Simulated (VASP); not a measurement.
# Ag in VASP: further runs

Ag is run at these levels: PBE; tasks: single point.

Everything below comes from runs of VASP 6.6.1. Logs are shortened: lines on timing, memory, paths and dates and some standing lists are left out, and cuts for length are marked.

## Step 1: The cell of the first run

Symmetry: I4/mmm, No. 139, tetragonal system. Conventional cell: a = 3.444 Å, b = 3.444 Å, c = 3.311 Å, α = 90.00°, β = 90.00°, γ = 90.00°. Within 3.9 Å of Ag (site symmetry 4/mmm) lie 14 Ag at 2.94 to 3.44 Å.

## Step 2: Single point, PBE

Contents of INCAR:

```
SYSTEM = Ag
  PREC = Accurate
  ENCUT = 520
  EDIFF = 1E-6
  ISMEAR = -1
  SIGMA = 0.05
  LREAL = .FALSE.
  LASPH = .TRUE.
  NELM = 100
  ALGO = Normal
  ISIF = 2
  LWAVE = .FALSE.
  LCHARG = .TRUE.
  GGA = PE
  LELF = .TRUE.
  LVHAR = .TRUE.
  NBANDS = 12
```

Contents of KPOINTS:

```
regular mesh
0
G
  11 11 11
  0 0 0
```

Contents of POSCAR:

```
Ag
1.0
   -1.7218801600      1.7218801600      1.6556540000
    1.7218801600     -1.7218801600      1.6556540000
    1.7218801600      1.7218801600     -1.6556540000
Ag
1
Direct
    0.0000000000      0.0000000000      0.0000000000
```

Potentials or basis: VASP PAW PBE potentials, release 64 (Ag).

Run with:

```sh
> cat potpaw_PBE.64/Ag/POTCAR > POTCAR
> mpirun -np 1 vasp_std > vasp.out
```

OUTCAR:

```text
SYSTEM = Ag
   PREC = Accurate
   ENCUT = 520
   EDIFF = 1E-6
   ISMEAR = -1
   LREAL = .FALSE.
   LASPH = .TRUE.
   NELM = 100
   ISIF = 2
   GGA = PE

 ion  position               nearest neighbor table
   1  0.000  0.000  0.000-

  LATTYP: Found a body centered tetragonal cell.
 ALAT       =     3.4437603200
 C/A-ratio  =     0.9615384615

  Lattice vectors:

 A1 = (  -1.7218801600,   1.7218801600,   1.6556540000)
 A2 = (   1.7218801600,  -1.7218801600,   1.6556540000)
 A3 = (   1.7218801600,   1.7218801600,  -1.6556540000)

Analysis of symmetry for initial positions (statically):
=====================================================================
 Subroutine PRICEL returns:
 Original cell was already a primitive cell.

 Routine SETGRP: Setting up the symmetry group for a
 body centered tetragonal supercell.

 Subroutine GETGRP returns: Found 16 space group operations
 (whereof 16 operations were pure point group operations)
 out of a pool of 16 trial point group operations.

The static configuration has the point symmetry D_4h.

Analysis of symmetry for dynamics (positions and initial velocities):
=====================================================================
 Subroutine PRICEL returns:
 Original cell was already a primitive cell.

 Routine SETGRP: Setting up the symmetry group for a
 body centered tetragonal supercell.

 Subroutine GETGRP returns: Found 16 space group operations
 (whereof 16 operations were pure point group operations)
 out of a pool of 16 trial point group operations.

The dynamic configuration has the point symmetry D_4h.

 Subroutine INISYM returns: Found 16 space group operations
 (whereof 16 operations are pure point group operations),
 and found     1 'primitive' translations

----------------------------------------------------------------------------------------

                                     Primitive cell

  volume of cell :      19.6352

  direct lattice vectors                    reciprocal lattice vectors
    -1.721880160  1.721880160  1.655654000     0.000000000  0.290380255  0.301995465
     1.721880160 -1.721880160  1.655654000     0.290380255  0.000000000  0.301995465
     1.721880160  1.721880160 -1.655654000     0.290380255  0.290380255  0.000000000

  length of vectors
     2.944644756  2.944644756  2.944644756     0.418953403  0.418953403  0.410659695

  position of ions in fractional coordinates (direct lattice)
     0.000000000  0.000000000  0.000000000

  ion indices of the primitive-cell ions
   primitive index   ion index
                 1           1

----------------------------------------------------------------------------------------

 KPOINTS: regular mesh

Automatic generation of k-mesh.
 Grid dimensions read from file:
 generate k-points for:   11   11   11

 Generating k-lattice:

  Cartesian coordinates                     Fractional coordinates (reciprocal lattice)
     0.000000000  0.026398205  0.027454133     0.090909091 -0.000000000  0.000000000
     0.026398205  0.000000000  0.027454133    -0.000000000  0.090909091  0.000000000
     0.026398205  0.026398205  0.000000000     0.000000000  0.000000000  0.090909091

  Length of vectors
     0.038086673  0.038086673  0.037332700

  Shift w.r.t. Gamma in fractional coordinates (k-lattice)
     0.000000000  0.000000000  0.000000000

 Subroutine IBZKPT returns following result:
 ===========================================

 Found    126 irreducible k-points:

 Following reciprocal coordinates:
            Coordinates               Weight
  0.000000  0.000000  0.000000      1.000000
  0.090909  0.000000  0.000000      8.000000
  0.181818  0.000000  0.000000      8.000000
  0.272727  0.000000  0.000000      8.000000
  0.363636 -0.000000  0.000000      8.000000
  0.454545 -0.000000  0.000000      8.000000
[... 16 lines left out ...]
 -0.272727  0.181818 -0.000000     16.000000
 -0.181818  0.181818  0.000000      4.000000
 [... further k-points ...]
   k-points           NKPTS =    126   k-points in BZ     NKDIM =    126   number of bands    NBANDS=     12
   number of dos      NEDOS =    301   number of ions     NIONS =      1
   total plane-waves  NPLWV =  13824
   dimension x,y,z NGX =    24 NGY =   24 NGZ =   24
   dimension x,y,z NGXF=    48 NGYF=   48 NGZF=   48
   ions per type =               1
   NGX,Y,Z   is equivalent  to a cutoff of  13.55, 13.55, 13.55 a.u.
   NGXF,Y,Z  is equivalent  to a cutoff of  27.10, 27.10, 27.10 a.u.
 SYSTEM =  Ag
   PREC   = accura    normal or accurate (medium, high low for compatibility)
   ISTART =      0    job   : 0-new  1-cont  2-samecut
   ICHARG =      2    charge: 1-file 2-atom 10-const
   ISPIN  =      1    spin polarized calculation?
   LNONCOLLINEAR =      F non collinear calculations
   LSORBIT =      F    spin-orbit coupling
   LASPH  =      T    aspherical Exc in radial PAW
   ENCUT  =  520.0 eV  38.22 Ry    6.18 a.u.   5.48  5.48  5.48*2*pi/ulx,y,z
   NELM   =    100;   NELMIN=  2; NELMDL= -5     # of ELM steps
   EDIFF  = 0.1E-05   stopping-criterion for ELM
   LREAL  =      F    real-space projection
   EDIFFG = 0.1E-04   stopping-criterion for IOM
   NSW    =      0    number of steps for IOM
   IBRION =     -1    ionic relax: 0-MD 1-quasi-New 2-CG
   NFREE  =      0    steps in history (QN), initial steepest desc. (CG)
   ISIF   =      2    stress and relaxation
   ISYM   =      2    0-nonsym 1-usesym 2-fastsym
   POTIM  = 0.5000    time-step for ionic-motion
   TEBEG  =    0.0;   TEEND  =   0.0 temperature during run
   PSTRESS=    0.0 pullay stress
   NELECT =      11.0000    total number of electrons
   NUPDOWN=      -1.0000    fix difference up-down
   EMIN   =  10.00;   EMAX   =-10.00  energy-range for DOS
   EFERMI =   0.00;   METHOD = LEGACY
   ISMEAR =    -1;   SIGMA  =   0.05  broadening in eV -4-tet -1-fermi 0-gaus
   EFERMI_NEDOS =   21; number of points for ismear=-14 and -15
   IALGO  =     38    algorithm
   IMIX   =      4    mixing-type and parameters
     AMIX     =   0.40;   BMIX     =  1.00
     AMIX_MAG =   1.60;   BMIX_MAG =  1.00
  volume/ion in A,a.u.               =      19.64       132.50
  Fermi-wavevector in a.u.,A,eV,Ry     =   1.349565  2.550309 24.780653  1.821327
  Thomas-Fermi vector in A             =   2.477142
   LORBIT       =      0    0 simple, 1 ext, 2 COOP (PROOUT), +10 PAW based schemes
   GGA     = PE    functional components
   LHFCALC =     F    Hartree Fock is set to
   AEXX    =    0.0000 exact exchange contribution
   IVDW    =     0    specifies the selected vdW correction
   LEPSILON=     F    determine dielectric tensor
   LRPA    =     F    only Hartree local field effects (RPA)
 non-spin polarized calculation
  energy-cutoff  :      520.00
  volume of cell :       19.64
 maximum number of plane-waves:       547
 NGX is ok and might be reduce to    24
   NGX = 11   NGY = 11   NGZ = 11

 number of electron      11.0000000 magnetization

 Free energy of the ion-electron system (eV)
  ---------------------------------------------------
  ext. energy  EPLUGINS =         0.00000000
  ---------------------------------------------------
  free energy    TOTEN  =        -2.66278052 eV

  energy without entropy =       -2.66117800  energy(sigma->0) =       -2.66197926

 E-fermi :   6.6516     XC(G=0): -11.3871

 val. band max:        6.5311642912   @ k =  -0.1818   0.4545   0.0909
 cond. band min:       6.7057400874   @ k =  -0.2727  -0.2727   0.0909
 fundamental gap:      0.1745757962
 Fermi energy:         6.6515913508

 k-point     1 :       0.0000    0.0000    0.0000
  band No.  band energies     occupation
      1      -0.1651      2.00000
      2       2.0822      2.00000
      3       2.2268      2.00000
      4       2.2268      2.00000
      5       3.1377      2.00000
      6       3.3020      2.00000
      7      23.8133      0.00000
      8      23.8133      0.00000
      9      24.4886      0.00000
     10      28.0590      0.00000
     11      28.0590      0.00000
     12      28.9113      0.00000

 k-point     2 :       0.0909    0.0000    0.0000
  band No.  band energies     occupation
      1       0.0801      2.00000
      2       2.0791      2.00000
      3       2.2335      2.00000
      4       2.3010      2.00000
      5       3.1349      2.00000
      6       3.2627      2.00000
      7      23.2261      0.00000
      8      23.8961      0.00000
      9      23.8974      0.00000
     10      26.5396      0.00000
     11      26.7374      0.00000
     12      27.0994      0.00000

 k-point     3 :       0.1818    0.0000    0.0000
  band No.  band energies     occupation
      1       0.7202      2.00000
      2       1.9554      2.00000
      3       2.3053      2.00000
      4       2.6338      2.00000
      5       3.1143      2.00000
      6       3.2287      2.00000
      7      20.4391      0.00000
      8      22.5720      0.00000
      9      23.9821      0.00000
     10      24.6380      0.00000
     11      25.5335      0.00000
     12      27.1139      0.00000
[... 286 lines left out ...]
 k-point    23 :      -0.2727    0.1818   -0.0000
  band No.  band energies     occupation
      1       1.1357      2.00000
      2       2.0059      2.00000
      3       2.2093      2.00000
      4       2.9527      2.00000
      5       3.1268      2.00000
      6       3.3386      2.00000
      7      18.1704      0.00000
      8      20.9353      0.00000
      9      22.9217      0.00000
     10      24.9496      0.00000
     11      27.0176      0.00000
     12      27.8269      0.00000

 k-point    24 :      -0.1818    0.1818    0.0000
  band No.  band energies     occupation
      1       0.6799      2.00000
      2       2.0600      2.00000
      3       2.2101      2.00000
      4       2.6826      2.00000
      5       2.9926      2.00000
      6       3.2848      2.00000
      7      19.7573      0.00000
      8      22.9149      0.00000
      9      24.8025      0.00000
     10      25.2216      0.00000
     11      25.9589      0.00000
     12      26.4400      0.00000

 [... further k-points ...]
[... 5 lines left out ...]
  --------------------------------------------------------------------------------------
  -------------------------------------------------------------------------------------
  Total       -0.7362027     -0.7362027     -0.8160894      0.0000000      0.0000000      0.0000000
  in kB      -60.0720687    -60.0720687    -66.5905974      0.0000000      0.0000000      0.0000000
  external PRESSURE =     -62.2449116 kB  Pullay stress =       0.0000000 kB

 VOLUME and BASIS-vectors are now :
 -----------------------------------------------------------------------------
  energy-cutoff  :      520.00
  volume of cell :       19.64
      direct lattice vectors                 reciprocal lattice vectors
    -1.721880160  1.721880160  1.655654000     0.000000000  0.290380255  0.301995465
     1.721880160 -1.721880160  1.655654000     0.290380255  0.000000000  0.301995465
     1.721880160  1.721880160 -1.655654000     0.290380255  0.290380255  0.000000000

 POSITION                                       TOTAL-FORCE (eV/Angst)
 -----------------------------------------------------------------------------------
      0.00000      0.00000      0.00000        -0.000000     -0.000000      0.000000
 -----------------------------------------------------------------------------------
    total drift:                               -0.000000      0.000000      0.000000

  FREE ENERGIE OF THE ION-ELECTRON SYSTEM (eV)
  ---------------------------------------------------
  free  energy   TOTEN  =        -2.6627805240 eV

  energy  without entropy=       -2.6611779972  energy(sigma->0) =       -2.66197926
```

Wall time 39 s (1 thread of AMD EPYC 7R43 (Zen 3), shared host); peak memory 0.12 GiB.

What came out:

| Quantity | Value |
| --- | --- |
| Free energy | -2.6628 eV |
| Pressure | -6.2 GPa |

Stress tensor (GPa, compression positive):
```
-6.01  0.00  0.00
 0.00 -6.01  0.00
 0.00  0.00 -6.66
```

## Step 3: Single point, PBE

This run uses another cell than the first one, of 18.15 Å³/atom, 0.925 times its volume.

Contents of INCAR:

```
SYSTEM = Ag
PREC     = Accurate       ! precision mode
ENCUT    = 520            ! plane-wave cutoff, eV
EDIFF    = 1E-6           ! SCF threshold, eV
ISMEAR   = 0              ! smearing method
SIGMA    = 0.011          ! smearing width, eV
LREAL    = .False.        ! projectors in reciprocal space
LASPH    = .True.         ! aspherical terms in the spheres
NELM     = 100            ! most SCF steps
ALGO     = Fast           ! electronic algorithm
ISIF     = 2              ! what is computed and relaxed
LWAVE    = .False.        ! write WAVECAR
LCHARG   = .False.        ! write CHGCAR
GGA      = PE             ! functional
NBANDS   = 12             ! bands
```

Contents of KPOINTS:

```
Automatic mesh
0
Gamma
  11 11 11
  0 0 0
```

Contents of POSCAR:

```
Ag
1.0
   -1.6556540000      1.6556540000      1.6556540000
    1.6556540000     -1.6556540000      1.6556540000
    1.6556540000      1.6556540000     -1.6556540000
Ag
1
Direct
    0.0000000000      0.0000000000      0.0000000000
```

Potentials or basis: VASP PAW PBE potentials, release 64 (Ag).

Run with:

```sh
> cat potpaw_PBE.64/Ag/POTCAR > POTCAR
> mpirun -np 1 vasp_std > vasp.out
```

Wall time 14 s (1 thread of AMD EPYC 7R43 (Zen 3), shared host); peak memory 0.1 GiB.

Results (log left out):

```
Free energy : -2.6931 eV
Pressure    : -0.8 GPa
```

Levels at points of the mesh, in eV from the Fermi level:
```csv
k point,band 3,band 4,band 5,band 6,band 7,band 8,band 9,band 10
"(0.00, 0.00, 0.00)",-4.66,-4.66,-3.46,-3.46,17.79,17.79,17.79,23.15
```
